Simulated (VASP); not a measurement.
# YIr2N2 (I4/mmm) in VASP: single point with r2SCAN

Aim: the single point of YIr2N2 with r2SCAN.

All numbers are computed with VASP 6.6.1; they aren't measurements. Logs are shortened: lines on timing, memory, paths and dates and some standing lists are left out, and cuts for length are marked.

### Step 1. The cell of the first run

Symmetry: I4/mmm, No. 139, tetragonal system. The conventional cell has a = 3.854 Å, b = 3.854 Å, c = 9.484 Å, α = 90.00°, β = 90.00°, γ = 90.00°. Within 3.9 Å of Y (site symmetry 4/mmm) lie 10 N at 2.97 to 3.56 Å and 8 Ir at 3.06 Å and 4 Y at 3.85 Å. N (site symmetry 4mm) has 4 Ir at 2.26 Å and 1 N at 2.37 Å and 4 Y at 2.97 Å within 3.0 Å. Within 3.1 Å of Ir (site symmetry -4m2) lie 4 N at 2.26 Å and 4 Ir at 2.73 Å and 4 Y at 3.06 Å.

### Step 2. Single point, r2SCAN

Input file POSCAR:

```
YIr2N2
1.0
    0.0000000000      3.8540120000      0.0000000000
    3.8540120000      0.0000000000      0.0000000000
    1.9270060000      1.9270060000     -4.7422220000
Y N Ir
1 2 2
Direct
    0.0000000000      0.0000000000      0.0000000000
    0.3750000000      0.3750000000      0.2500000000
    0.6250000000      0.6250000000      0.7500000000
    0.7500000000      0.2500000000      0.5000000000
    0.2500000000      0.7500000000      0.5000000000
```

Input file INCAR.step1:

```
PREC = Accurate
ENCUT = 520
ISMEAR = -1
SIGMA = 0.1
LREAL = F
LASPH = T
NELM = 80
NBANDS = 28
GGA = PE
ALGO = Normal
EDIFF = 1E-4
LWAVE = T
LCHARG = F
```

Input file INCAR.step2:

```
PREC = Accurate
ENCUT = 520
EDIFF = 1E-6
ISMEAR = -1
SIGMA = 0.1
LREAL = F
LASPH = T
NELM = 80
ALGO = Normal
ISIF = 2
LWAVE = F
LCHARG = T
METAGGA = R2SCAN
LMIXTAU = T
LELF = T
LVHAR = T
NBANDS = 28
ISTART = 1
```

Input file KPOINTS:

```
regular mesh
0
Gamma
  9 9 9
```

Potentials or basis: VASP PAW PBE potentials, release 64 (Y_sv, N, Ir).

The run is started by

```bash
$ cat potpaw_PBE.64/Y_sv/POTCAR potpaw_PBE.64/N/POTCAR potpaw_PBE.64/Ir/POTCAR > POTCAR
$ cp INCAR.step1 INCAR
$ mpirun -np 1 vasp_std > vasp.out
$ cp INCAR.step2 INCAR
$ mpirun -np 1 vasp_std > vasp.out
```

OUTCAR:

```text
PREC = Accurate
   ENCUT = 520
   EDIFF = 1E-6
   ISMEAR = -1
   LREAL = F
   LASPH = T
   NELM = 80
   ISIF = 2
   METAGGA = R2SCAN
   ISTART = 1

 ion  position               nearest neighbor table
   1  0.000  0.000  0.000-   3 2.97   3 2.97   3 2.97   2 2.97   3 2.97   2 2.97   2 2.97   2 2.97
                             5 3.06   4 3.06   5 3.06   4 3.06   4 3.06   5 3.06   5 3.06   4 3.06
   2  0.375  0.375  0.250-   4 2.26   5 2.26   5 2.26   4 2.26   1 2.97   1 2.97   1 2.97   1 2.97

   3  0.625  0.625  0.750-   5 2.26   4 2.26   4 2.26   5 2.26   1 2.97   1 2.97   1 2.97   1 2.97

   4  0.750  0.250  0.500-   2 2.26   2 2.26   3 2.26   3 2.26   5 2.73   5 2.73   5 2.73   5 2.73
                             1 3.06   1 3.06   1 3.06   1 3.06
   5  0.250  0.750  0.500-   2 2.26   2 2.26   3 2.26   3 2.26   4 2.73   4 2.73   4 2.73   4 2.73
                             1 3.06   1 3.06   1 3.06   1 3.06

  LATTYP: Found a body centered tetragonal cell.
 ALAT       =     3.8540120000
 C/A-ratio  =     2.4609274699

  Lattice vectors:

 A1 = (  -1.9270060000,   1.9270060000,   4.7422220000)
 A2 = (   1.9270060000,  -1.9270060000,   4.7422220000)
 A3 = (   1.9270060000,   1.9270060000,  -4.7422220000)

Analysis of symmetry for initial positions (statically):
=====================================================================
 Subroutine PRICEL returns:
 Original cell was already a primitive cell.

 Routine SETGRP: Setting up the symmetry group for a
 body centered tetragonal supercell.

 Subroutine GETGRP returns: Found 16 space group operations
 (whereof 16 operations were pure point group operations)
 out of a pool of 16 trial point group operations.

The static configuration has the point symmetry D_4h.

Analysis of symmetry for dynamics (positions and initial velocities):
=====================================================================
 Subroutine PRICEL returns:
 Original cell was already a primitive cell.

 Routine SETGRP: Setting up the symmetry group for a
 body centered tetragonal supercell.

 Subroutine GETGRP returns: Found 16 space group operations
 (whereof 16 operations were pure point group operations)
 out of a pool of 16 trial point group operations.

The dynamic configuration has the point symmetry D_4h.

 Subroutine INISYM returns: Found 16 space group operations
 (whereof 16 operations are pure point group operations),
 and found     1 'primitive' translations

----------------------------------------------------------------------------------------

                                     Primitive cell

  volume of cell :      70.4382

  direct lattice vectors                    reciprocal lattice vectors
     0.000000000  3.854012000  0.000000000     0.000000000  0.259469872  0.105435806
     3.854012000  0.000000000  0.000000000     0.259469872  0.000000000  0.105435806
     1.927006000  1.927006000 -4.742222000     0.000000000  0.000000000 -0.210871613

  length of vectors
     3.854012000  3.854012000  5.469494835     0.280073783  0.280073783  0.210871613

  position of ions in fractional coordinates (direct lattice)
     0.000000000  0.000000000  0.000000000
     0.375000000  0.375000000  0.250000000
     0.625000000  0.625000000  0.750000000
     0.750000000  0.250000000  0.500000000
     0.250000000  0.750000000  0.500000000

  ion indices of the primitive-cell ions
   primitive index   ion index
                 1           1
                 2           2
                 3           3
                 4           4
                 5           5

----------------------------------------------------------------------------------------

 KPOINTS: regular mesh

Automatic generation of k-mesh.
 Grid dimensions read from file:
 generate k-points for:    9    9    9

 Generating k-lattice:

  Cartesian coordinates                     Fractional coordinates (reciprocal lattice)
     0.000000000  0.028829986  0.011715090     0.111111111  0.000000000 -0.000000000
     0.028829986  0.000000000  0.011715090     0.000000000  0.111111111 -0.000000000
     0.000000000  0.000000000 -0.023430179     0.000000000  0.000000000  0.111111111

  Length of vectors
     0.031119309  0.031119309  0.023430179

  Shift w.r.t. Gamma in fractional coordinates (k-lattice)
     0.000000000  0.000000000  0.000000000

 Subroutine IBZKPT returns following result:
 ===========================================

 Found     75 irreducible k-points:

 Following reciprocal coordinates:
            Coordinates               Weight
  0.000000  0.000000  0.000000      1.000000
  0.111111  0.000000  0.000000      8.000000
  0.222222  0.000000 -0.000000      8.000000
  0.333333  0.000000  0.000000      8.000000
  0.444444  0.000000 -0.000000      8.000000
  0.111111  0.111111  0.000000      8.000000
[... 16 lines left out ...]
 -0.333333  0.333333  0.000000      4.000000
  0.444444  0.444444 -0.000000      8.000000
 [... further k-points ...]
   k-points           NKPTS =     75   k-points in BZ     NKDIM =     75   number of bands    NBANDS=     28
   number of dos      NEDOS =    301   number of ions     NIONS =      5
   total plane-waves  NPLWV =  37800
   dimension x,y,z NGX =    30 NGY =   30 NGZ =   42
   dimension x,y,z NGXF=    60 NGYF=   60 NGZF=   84
   ions per type =               1   2   2
   NGX,Y,Z   is equivalent  to a cutoff of  12.94, 12.94, 12.77 a.u.
   NGXF,Y,Z  is equivalent  to a cutoff of  25.88, 25.88, 25.53 a.u.
 SYSTEM =  unknown system
   PREC   = accura    normal or accurate (medium, high low for compatibility)
   ISTART =      1    job   : 0-new  1-cont  2-samecut
   ICHARG =      0    charge: 1-file 2-atom 10-const
   ISPIN  =      1    spin polarized calculation?
   LNONCOLLINEAR =      F non collinear calculations
   LSORBIT =      F    spin-orbit coupling
   LASPH  =      T    aspherical Exc in radial PAW
   ENCUT  =  520.0 eV  38.22 Ry    6.18 a.u.   7.17  7.17 10.17*2*pi/ulx,y,z
   NELM   =     80;   NELMIN=  2; NELMDL=  0     # of ELM steps
   EDIFF  = 0.1E-05   stopping-criterion for ELM
   LREAL  =      F    real-space projection
[... 7 lines left out ...]
   TEBEG  =    0.0;   TEEND  =   0.0 temperature during run
   PSTRESS=    0.0 pullay stress
   NELECT =      39.0000    total number of electrons
   NUPDOWN=      -1.0000    fix difference up-down
   EMIN   =  10.00;   EMAX   =-10.00  energy-range for DOS
   EFERMI =   0.00;   METHOD = LEGACY
   ISMEAR =    -1;   SIGMA  =   0.10  broadening in eV -4-tet -1-fermi 0-gaus
   EFERMI_NEDOS =   21; number of points for ismear=-14 and -15
   IALGO  =     38    algorithm
   IMIX   =      4    mixing-type and parameters
     AMIX     =   0.40;   BMIX     =  1.00
     AMIX_MAG =   1.60;   BMIX_MAG =  1.00
  volume/ion in A,a.u.               =      14.09        95.07
  Fermi-wavevector in a.u.,A,eV,Ry     =   1.344292  2.540344 24.587383  1.807122
  Thomas-Fermi vector in A             =   2.472298
   LORBIT       =      0    0 simple, 1 ext, 2 COOP (PROOUT), +10 PAW based schemes
   METAGGA = R2SCAN    functional components
   LHFCALC =     F    Hartree Fock is set to
   AEXX    =    0.0000 exact exchange contribution
   IVDW    =     0    specifies the selected vdW correction
   LEPSILON=     F    determine dielectric tensor
   LRPA    =     F    only Hartree local field effects (RPA)
 non-spin polarized calculation
  energy-cutoff  :      520.00
  volume of cell :       70.44
 maximum number of plane-waves:      1916
 NGX is ok and might be reduce to    30
   NGX = 15   NGY = 15   NGZ = 21

 number of electron      39.0000000 magnetization

 Free energy of the ion-electron system (eV)
  ---------------------------------------------------
  ext. energy  EPLUGINS =         0.00000000
  ---------------------------------------------------
  free energy    TOTEN  =      -140.77086233 eV

  energy without entropy =     -140.64182409  energy(sigma->0) =     -140.70634321

 E-fermi :   7.2184     XC(G=0): -13.0184

 val. band max:        7.2105454627   @ k =  -0.2222   0.4444   0.1111
 cond. band min:       7.2228070820   @ k =  -0.4444   0.0000   0.2222
 fundamental gap:      0.0122616193
 Fermi energy:         7.2184149782

 k-point     1 :       0.0000    0.0000    0.0000
  band No.  band energies     occupation
      1     -37.2430      2.00000
      2     -16.5958      2.00000
      3     -16.5613      2.00000
      4     -16.5613      2.00000
      5     -10.1267      2.00000
      6      -8.7158      2.00000
[... 20 lines left out ...]
     27      12.0891      0.00000
     28      12.0891      0.00000

 k-point     2 :       0.1111    0.0000    0.0000
  band No.  band energies     occupation
      1     -37.2419      2.00000
      2     -16.5958      2.00000
      3     -16.5837      2.00000
      4     -16.5589      2.00000
      5     -10.0475      2.00000
      6      -8.7161      2.00000
[... 20 lines left out ...]
     27      11.2619      0.00000
     28      12.0274      0.00000

 k-point     3 :       0.2222    0.0000   -0.0000
  band No.  band energies     occupation
      1     -37.2389      2.00000
      2     -16.6405      2.00000
      3     -16.5937      2.00000
      4     -16.5530      2.00000
      5      -9.8435      2.00000
      6      -8.7240      2.00000
[... 20 lines left out ...]
     27      11.3007      0.00000
     28      11.9385      0.00000

 k-point     4 :       0.3333    0.0000    0.0000
  band No.  band energies     occupation
      1     -37.2356      2.00000
      2     -16.7017      2.00000
      3     -16.5915      2.00000
      4     -16.5462      2.00000
      5      -9.6002      2.00000
      6      -8.7518      2.00000
[... 578 lines left out ...]
     27      11.6424      0.00000
     28      12.6926      0.00000

 k-point    23 :      -0.3333    0.3333    0.0000
  band No.  band energies     occupation
      1     -37.2290      2.00000
      2     -16.6847      2.00000
      3     -16.6569      2.00000
      4     -16.5743      2.00000
      5      -9.4594      2.00000
      6      -8.5752      2.00000
[... 20 lines left out ...]
     27      11.4870      0.00000
     28      12.2018      0.00000

 k-point    24 :       0.4444    0.4444   -0.0000
  band No.  band energies     occupation
      1     -37.2250      2.00000
      2     -16.7019      2.00000
      3     -16.6868      2.00000
      4     -16.5702      2.00000
      5      -9.3427      2.00000
      6      -8.5593      2.00000
[... 20 lines left out ...]
     27      11.8143      0.00000
     28      13.4952      0.00000

 [... further k-points ...]
[... 5 lines left out ...]
  --------------------------------------------------------------------------------------
  -------------------------------------------------------------------------------------
  Total       -5.8962334     -5.8962334      1.7507241      0.0000000      0.0000000      0.0000000
  in kB     -134.1149651   -134.1149651     39.8217441      0.0000000      0.0000000      0.0000000
  external PRESSURE =     -76.1360620 kB  Pullay stress =       0.0000000 kB

 VOLUME and BASIS-vectors are now :
 -----------------------------------------------------------------------------
  energy-cutoff  :      520.00
  volume of cell :       70.44
      direct lattice vectors                 reciprocal lattice vectors
     0.000000000  3.854012000  0.000000000     0.000000000  0.259469872  0.105435806
     3.854012000  0.000000000  0.000000000     0.259469872  0.000000000  0.105435806
     1.927006000  1.927006000 -4.742222000     0.000000000  0.000000000 -0.210871613

 POSITION                                       TOTAL-FORCE (eV/Angst)
 -----------------------------------------------------------------------------------
      0.00000      0.00000      0.00000        -0.000000     -0.000000      0.000000
      1.92701      1.92701     -1.18556         0.000000      0.000000     -0.604139
      3.85401      3.85401     -3.55667        -0.000000     -0.000000      0.604139
      1.92701      3.85401     -2.37111        -0.000000      0.000000      0.000000
      3.85401      1.92701     -2.37111         0.000000     -0.000000      0.000000
 -----------------------------------------------------------------------------------
    total drift:                                0.000000     -0.000000      0.000000

  FREE ENERGIE OF THE ION-ELECTRON SYSTEM (eV)
  ---------------------------------------------------
  free  energy   TOTEN  =      -140.7708623346 eV

  energy  without entropy=     -140.6418240898  energy(sigma->0) =     -140.70634321
```

Run time: 16 min. Hardware: 1 thread of Intel Xeon 8259CL, shared host; peak memory 0.32 GiB.

Results:

```yaml
Free_energy: -140.7709 eV
Pressure: -7.6 GPa
Largest_force: 0.604 eV/Å
Band_gap_on_the_k_mesh: zero (an odd number of electrons rules out a gap without spin polarisation)
```

Forces on the atoms (eV/Å):
```
Y    0.000  0.000  0.000
N    0.000  0.000 -0.604
N    0.000  0.000  0.604
Ir   0.000  0.000  0.000
Ir   0.000  0.000  0.000
```

Caveat: the cell stands under tension; the PAW data sets were made with another functional, which shifts forces and pressure a little; spin-orbit coupling is left out, which moves the levels of the heavy elements.
